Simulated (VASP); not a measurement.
# Nb (P6_3/mmc) in VASP: further runs

The runs below take Nb through single point, with LDA.

All numbers are computed with VASP 6.6.1; they aren't measurements. Logs are shortened: lines on timing, memory, paths and dates and some standing lists are left out, and cuts for length are marked.

## (1) The cell of the first run

It takes space group P6_3/mmc (No. 194, hexagonal). Conventional cell: a = 2.673 Å, b = 2.673 Å, c = 4.845 Å, α = 90.00°, β = 90.00°, γ = 120.00°. Within 3.5 Å of Nb (site symmetry -6m2) lie 12 Nb at 2.67 to 2.87 Å.

## (2) Single point, LDA (volume scaled by 0.85)

Input file INCAR:

```
SYSTEM = Nb
PREC = Accurate
ENCUT = 520
EDIFF = 1E-7
ISMEAR = -1
SIGMA = 0.05
LREAL = .False.
LASPH = .True.
NELM = 100
ALGO = Normal
ISIF = 2
LWAVE = .False.
LCHARG = .True.
GGA = CA
LELF = .True.
LVHAR = .True.
NBANDS = 20
```

Input file KPOINTS:

```
regular mesh
0
Gamma
  15 15 8
  0 0 0
```

Input file POSCAR:

```
Nb
1.0
    2.6733213121      0.0000000000      0.0000000000
   -1.3366606561      2.3151641687      0.0000000000
    0.0000000000      0.0000000000      4.8446080133
Nb
2
Direct
    0.3333333333      0.6666666667      0.2500000000
    0.6666666667      0.3333333333      0.7500000000
```

Potentials or basis: VASP PAW LDA potentials, release 64 (Nb_sv).

Run with:

```sh
> cat potpaw_LDA.64/Nb_sv/POTCAR > POTCAR
> mpirun -np 1 vasp_std > vasp.out
```

OUTCAR:

```text
SYSTEM = Nb
   PREC = Accurate
   ENCUT = 520
   EDIFF = 1E-7
   ISMEAR = -1
   LREAL = .False.
   LASPH = .True.
   NELM = 100
   ISIF = 2
   GGA = CA

 ion  position               nearest neighbor table
   1  0.333  0.667  0.250-   2 2.87   2 2.87   2 2.87   2 2.87   2 2.87   2 2.87
   2  0.667  0.333  0.750-   1 2.87   1 2.87   1 2.87   1 2.87   1 2.87   1 2.87

  LATTYP: Found a hexagonal cell.
 ALAT       =     2.6733213121
 C/A-ratio  =     1.8122056602

  Lattice vectors:

 A1 = (   2.6733213121,   0.0000000000,   0.0000000000)
 A2 = (  -1.3366606561,   2.3151641687,   0.0000000000)
 A3 = (   0.0000000000,   0.0000000000,   4.8446080133)

Analysis of symmetry for initial positions (statically):
=====================================================================
 Subroutine PRICEL returns:
 Original cell was already a primitive cell.

 Routine SETGRP: Setting up the symmetry group for a
 hexagonal supercell.

 Subroutine GETGRP returns: Found 24 space group operations
 (whereof 12 operations were pure point group operations)
 out of a pool of 24 trial point group operations.

The static configuration has the point symmetry D_3d.
 The point group associated with its full space group is D_6h.

Analysis of symmetry for dynamics (positions and initial velocities):
=====================================================================
 Subroutine PRICEL returns:
 Original cell was already a primitive cell.

 Routine SETGRP: Setting up the symmetry group for a
 hexagonal supercell.

 Subroutine GETGRP returns: Found 24 space group operations
 (whereof 12 operations were pure point group operations)
 out of a pool of 24 trial point group operations.

The dynamic configuration has the point symmetry D_3d.
 The point group associated with its full space group is D_6h.

 Subroutine INISYM returns: Found 24 space group operations
 (whereof 12 operations are pure point group operations),
 and found     1 'primitive' translations

----------------------------------------------------------------------------------------

                                     Primitive cell

  volume of cell :      29.9841

  direct lattice vectors                    reciprocal lattice vectors
     2.673321312  0.000000000  0.000000000     0.374066520  0.215967406  0.000000000
    -1.336660656  2.315164169  0.000000000     0.000000000  0.431934812  0.000000000
     0.000000000  0.000000000  4.844608013     0.000000000  0.000000000  0.206415049

  length of vectors
     2.673321312  2.673321312  4.844608013     0.431934812  0.431934812  0.206415049

  position of ions in fractional coordinates (direct lattice)
     0.333333333  0.666666667  0.250000000
     0.666666667  0.333333333  0.750000000

  ion indices of the primitive-cell ions
   primitive index   ion index
                 1           1
                 2           2

----------------------------------------------------------------------------------------

 KPOINTS: regular mesh

Automatic generation of k-mesh.
 Grid dimensions read from file:
 generate k-points for:   15   15    8

 Generating k-lattice:

  Cartesian coordinates                     Fractional coordinates (reciprocal lattice)
     0.024937768  0.014397827  0.000000000     0.066666667 -0.000000000  0.000000000
     0.000000000  0.028795654  0.000000000     0.000000000  0.066666667  0.000000000
     0.000000000  0.000000000  0.025801881     0.000000000  0.000000000  0.125000000

  Length of vectors
     0.028795654  0.028795654  0.025801881

  Shift w.r.t. Gamma in fractional coordinates (k-lattice)
     0.000000000  0.000000000  0.000000000

 Subroutine IBZKPT returns following result:
 ===========================================

 Found    135 irreducible k-points:

 Following reciprocal coordinates:
            Coordinates               Weight
  0.000000  0.000000  0.000000      1.000000
  0.066667  0.000000  0.000000      6.000000
  0.133333  0.000000  0.000000      6.000000
  0.200000  0.000000  0.000000      6.000000
  0.266667  0.000000  0.000000      6.000000
  0.333333  0.000000  0.000000      6.000000
[... 16 lines left out ...]
  0.333333  0.200000  0.000000     12.000000
  0.400000  0.200000  0.000000      6.000000
 [... further k-points ...]
   k-points           NKPTS =    135   k-points in BZ     NKDIM =    135   number of bands    NBANDS=     20
   number of dos      NEDOS =    301   number of ions     NIONS =      2
   total plane-waves  NPLWV =  14400
   dimension x,y,z NGX =    20 NGY =   20 NGZ =   36
   dimension x,y,z NGXF=    40 NGYF=   40 NGZF=   72
   ions per type =               2
   NGX,Y,Z   is equivalent  to a cutoff of  12.44, 12.44, 12.35 a.u.
   NGXF,Y,Z  is equivalent  to a cutoff of  24.87, 24.87, 24.71 a.u.
 SYSTEM =  Nb
   PREC   = accura    normal or accurate (medium, high low for compatibility)
   ISTART =      0    job   : 0-new  1-cont  2-samecut
   ICHARG =      2    charge: 1-file 2-atom 10-const
   ISPIN  =      1    spin polarized calculation?
   LNONCOLLINEAR =      F non collinear calculations
   LSORBIT =      F    spin-orbit coupling
   LASPH  =      T    aspherical Exc in radial PAW
   ENCUT  =  520.0 eV  38.22 Ry    6.18 a.u.   4.97  4.97  9.01*2*pi/ulx,y,z
   NELM   =    100;   NELMIN=  2; NELMDL= -5     # of ELM steps
   EDIFF  = 0.1E-06   stopping-criterion for ELM
   LREAL  =      F    real-space projection
   EDIFFG = 0.1E-05   stopping-criterion for IOM
   NSW    =      0    number of steps for IOM
   IBRION =     -1    ionic relax: 0-MD 1-quasi-New 2-CG
   NFREE  =      0    steps in history (QN), initial steepest desc. (CG)
   ISIF   =      2    stress and relaxation
   ISYM   =      2    0-nonsym 1-usesym 2-fastsym
   POTIM  = 0.5000    time-step for ionic-motion
   TEBEG  =    0.0;   TEEND  =   0.0 temperature during run
   PSTRESS=    0.0 pullay stress
   NELECT =      26.0000    total number of electrons
   NUPDOWN=      -1.0000    fix difference up-down
   EMIN   =  10.00;   EMAX   =-10.00  energy-range for DOS
   EFERMI =   0.00;   METHOD = LEGACY
   ISMEAR =    -1;   SIGMA  =   0.05  broadening in eV -4-tet -1-fermi 0-gaus
   EFERMI_NEDOS =   21; number of points for ismear=-14 and -15
   IALGO  =     38    algorithm
   IMIX   =      4    mixing-type and parameters
     AMIX     =   0.40;   BMIX     =  1.00
     AMIX_MAG =   1.60;   BMIX_MAG =  1.00
  volume/ion in A,a.u.               =      14.99       101.17
  Fermi-wavevector in a.u.,A,eV,Ry     =   1.561117  2.950083 33.158566  2.437086
  Thomas-Fermi vector in A             =   2.664229
   LORBIT       =      0    0 simple, 1 ext, 2 COOP (PROOUT), +10 PAW based schemes
   GGA     = CA    functional components
   LHFCALC =     F    Hartree Fock is set to
   AEXX    =    0.0000 exact exchange contribution
   IVDW    =     0    specifies the selected vdW correction
   LEPSILON=     F    determine dielectric tensor
   LRPA    =     F    only Hartree local field effects (RPA)
 non-spin polarized calculation
  energy-cutoff  :      520.00
  volume of cell :       29.98
 maximum number of plane-waves:       831
 NGX is ok and might be reduce to    20
   NGX =  9   NGY =  9   NGZ = 19

 number of electron      25.9999998 magnetization

 Free energy of the ion-electron system (eV)
  ---------------------------------------------------
  ext. energy  EPLUGINS =         0.00000000
  ---------------------------------------------------
  free energy    TOTEN  =       -21.31159256 eV

  energy without entropy =      -21.29483080  energy(sigma->0) =      -21.30321168

 E-fermi :  14.2102     XC(G=0): -13.6719

 val. band max:       14.1869160449   @ k =   0.2667   0.0000   0.3750
 cond. band min:      14.2318176083   @ k =   0.0667   0.0000   0.5000
 fundamental gap:      0.0449015634
 Fermi energy:        14.2102062833

 k-point     1 :       0.0000    0.0000    0.0000
  band No.  band energies     occupation
      1     -40.1958      2.00000
      2     -39.8731      2.00000
      3     -17.2996      2.00000
      4     -15.3762      2.00000
      5     -15.0814      2.00000
      6     -15.0814      2.00000
[... 12 lines left out ...]
     19      19.5897      0.00000
     20      19.5897      0.00000

 k-point     2 :       0.0667    0.0000    0.0000
  band No.  band energies     occupation
      1     -40.1739      2.00000
      2     -39.8570      2.00000
      3     -17.2655      2.00000
      4     -15.3777      2.00000
      5     -15.1964      2.00000
      6     -15.1117      2.00000
[... 12 lines left out ...]
     19      19.6766      0.00000
     20      20.2413      0.00000

 k-point     3 :       0.1333    0.0000    0.0000
  band No.  band energies     occupation
      1     -40.1112      2.00000
      2     -39.8114      2.00000
      3     -17.1664      2.00000
      4     -15.5167      2.00000
      5     -15.3842      2.00000
      6     -15.3445      2.00000
[... 12 lines left out ...]
     19      19.8451      0.00000
     20      21.5383      0.00000

 k-point     4 :       0.2000    0.0000    0.0000
  band No.  band energies     occupation
      1     -40.0164      2.00000
      2     -39.7444      2.00000
      3     -17.0116      2.00000
      4     -15.9758      2.00000
      5     -15.7897      2.00000
      6     -15.4010      2.00000
[... 12 lines left out ...]
     19      19.9744      0.00000
     20      22.9491      0.00000

 k-point     5 :       0.2667    0.0000    0.0000
  band No.  band energies     occupation
      1     -39.9029      2.00000
      2     -39.6687      2.00000
      3     -16.8168      2.00000
      4     -16.4846      2.00000
      5     -16.2753      2.00000
      6     -15.4425      2.00000
[... 12 lines left out ...]
     19      20.0286      0.00000
     20      24.2685      0.00000
[... 353 lines left out ...]
      6     -15.7769      2.00000
[... 12 lines left out ...]
     19      20.8084      0.00000
     20      26.0497      0.00000

 k-point    22 :       0.2667    0.2000    0.0000
  band No.  band energies     occupation
      1     -39.6686      2.00000
      2     -39.5360      2.00000
      3     -17.0261      2.00000
      4     -16.8887      2.00000
      5     -16.3576      2.00000
      6     -16.0055      2.00000
[... 12 lines left out ...]
     19      22.4208      0.00000
     20      26.8090      0.00000

 k-point    23 :       0.3333    0.2000    0.0000
  band No.  band energies     occupation
      1     -39.5989      2.00000
      2     -39.5108      2.00000
      3     -17.1997      2.00000
      4     -16.9776      2.00000
      5     -16.1865      2.00000
      6     -16.1860      2.00000
[... 12 lines left out ...]
     19      23.5673      0.00000
     20      25.8107      0.00000

 k-point    24 :       0.4000    0.2000    0.0000
  band No.  band energies     occupation
      1     -39.5706      2.00000
      2     -39.5053      2.00000
      3     -17.2602      2.00000
      4     -17.0039      2.00000
      5     -16.2553      2.00000
      6     -16.1050      2.00000
[... 12 lines left out ...]
     19      23.9179      0.00000
     20      25.6686      0.00000

 [... further k-points ...]

------------------------ aborting loop because EDIFF is reached ----------------------------------------

  FORCE on cell =-STRESS in cart. coord.  units (eV):
  Direction    XX          YY          ZZ          XY          YZ          ZX
  --------------------------------------------------------------------------------------
  -------------------------------------------------------------------------------------
  Total        7.3510847      7.3510847      7.3256038     -0.0000000      0.0000000     -0.0000000
  in kB      392.7990338    392.7990338    391.4374856     -0.0000000      0.0000000     -0.0000000
  external PRESSURE =     392.3451844 kB  Pullay stress =       0.0000000 kB

 VOLUME and BASIS-vectors are now :
 -----------------------------------------------------------------------------
  energy-cutoff  :      520.00
  volume of cell :       29.98
      direct lattice vectors                 reciprocal lattice vectors
     2.673321312  0.000000000  0.000000000     0.374066520  0.215967406  0.000000000
    -1.336660656  2.315164169  0.000000000     0.000000000  0.431934812  0.000000000
     0.000000000  0.000000000  4.844608013     0.000000000  0.000000000  0.206415049

 POSITION                                       TOTAL-FORCE (eV/Angst)
 -----------------------------------------------------------------------------------
     -0.00000      1.54344      1.21115        -0.000000      0.000000      0.000000
      1.33666      0.77172      3.63346         0.000000     -0.000000      0.000000
 -----------------------------------------------------------------------------------
    total drift:                               -0.000000      0.000000     -0.000000

  FREE ENERGIE OF THE ION-ELECTRON SYSTEM (eV)
  ---------------------------------------------------
  free  energy   TOTEN  =       -21.3115925605 eV

  energy  without entropy=      -21.2948308002  energy(sigma->0) =      -21.30321168
```

It took 2.1 min on 1 thread of AMD EPYC, shared host; peak memory 0.14 GiB.

Results:

* Free energy: -21.3116 eV
* Pressure: 39.2 GPa
* Band gap on the k mesh: zero (band 13 reaches 16.75 eV, above the bottom of band 14 at 13.16 eV)

Stress tensor (GPa, compression positive):
```
39.28  0.00  0.00
 0.00 39.28  0.00
 0.00  0.00 39.14
```

Levels at points of the mesh, in eV from the Fermi level:
```tsv
k point	band 9	band 10	band 11	band 12	band 13	band 14	band 15	band 16	band 17	band 18
(0.00, 0.00, 0.00)	-6.55	-4.56	-1.43	0.12	0.12	0.74	0.74	1.47	3.01	3.01
(0.00, 0.00, 0.50)	-4.70	-4.70	-1.48	-1.48	0.19	0.19	0.19	0.19	4.59	4.59
```

## (3) Single point, LDA (volume scaled by 0.85)

Input file INCAR:

```
PREC = Accurate
ENCUT = 520
EDIFF = 1E-7
ISMEAR = -1
SIGMA = 0.05
LREAL = F
LASPH = T
NELM = 100
ALGO = Normal
ISIF = 2
LWAVE = F
LCHARG = T
LELF = T
LVHAR = T
NBANDS = 20
```

Input file KPOINTS:

```
regular mesh
0
Gamma
  15 15 8
```

POSCAR is that of step 2.

Potentials or basis: VASP PAW LDA potentials, release 64 (Nb_sv).

Run with:

```sh
> cat potpaw_LDA.64/Nb_sv/POTCAR > POTCAR
> mpirun -np 1 vasp_std > vasp.out
```

Wall time 2.4 min (1 thread of AMD EPYC, shared host); peak memory 0.14 GiB.

Results (log left out):

```
Free energy            : -21.3116 eV
Pressure               : 39.2 GPa
Band gap on the k mesh : zero (band 13 reaches 16.75 eV, above the bottom of band 14 at 13.16 eV)
```

Stress tensor (GPa, compression positive):
```
39.28  0.00  0.00
 0.00 39.28  0.00
 0.00  0.00 39.14
```

Levels at points of the mesh, in eV from the Fermi level:
```csv
k point,band 9,band 10,band 11,band 12,band 13,band 14,band 15,band 16,band 17,band 18
"(0.00, 0.00, 0.00)",-6.55,-4.56,-1.43,0.12,0.12,0.74,0.74,1.47,3.01,3.01
"(0.00, 0.00, 0.50)",-4.70,-4.70,-1.48,-1.48,0.19,0.19,0.19,0.19,4.59,4.59
```

## (4) Single point, LDA (volume scaled by 0.85)

Input file INCAR:

```
PREC = Accurate ; ENCUT = 520
EDIFF = 1E-6 ; ISMEAR = -1
SIGMA = 0.05 ; LREAL = F
LASPH = T ; NELM = 60
ALGO = Normal ; ISIF = 2
LWAVE = F ; LCHARG = F
GGA = CA ; NBANDS = 20
```

Input file KPOINTS:

```
Automatic mesh
0
Gamma
  15 15 8
```

POSCAR is that of step 3.

Run with:

```sh
> cat potpaw_LDA.64/Nb_sv/POTCAR > POTCAR
> mpirun -np 1 vasp_std > vasp.out
```

It took 2.1 min on 1 thread of AMD EPYC, shared host; peak memory 0.14 GiB.

It converged, with:

```
Free energy            : -21.3116 eV
Pressure               : 39.3 GPa
Band gap on the k mesh : zero (band 13 reaches 16.75 eV, above the bottom of band 14 at 13.16 eV)
```

Stress tensor (GPa, compression positive):
```
39.32  0.00  0.00
 0.00 39.32  0.00
 0.00  0.00 39.18
```

Levels at points of the mesh, in eV from the Fermi level:
| k point | band 11 | band 12 | band 13 | band 14 | band 15 | band 16 |
| --- | --- | --- | --- | --- | --- | --- |
| (0.00, 0.00, 0.00) | -1.43 | 0.12 | 0.12 | 0.74 | 0.74 | 1.47 |
| (0.00, 0.00, 0.50) | -1.48 | -1.48 | 0.19 | 0.19 | 0.19 | 0.19 |
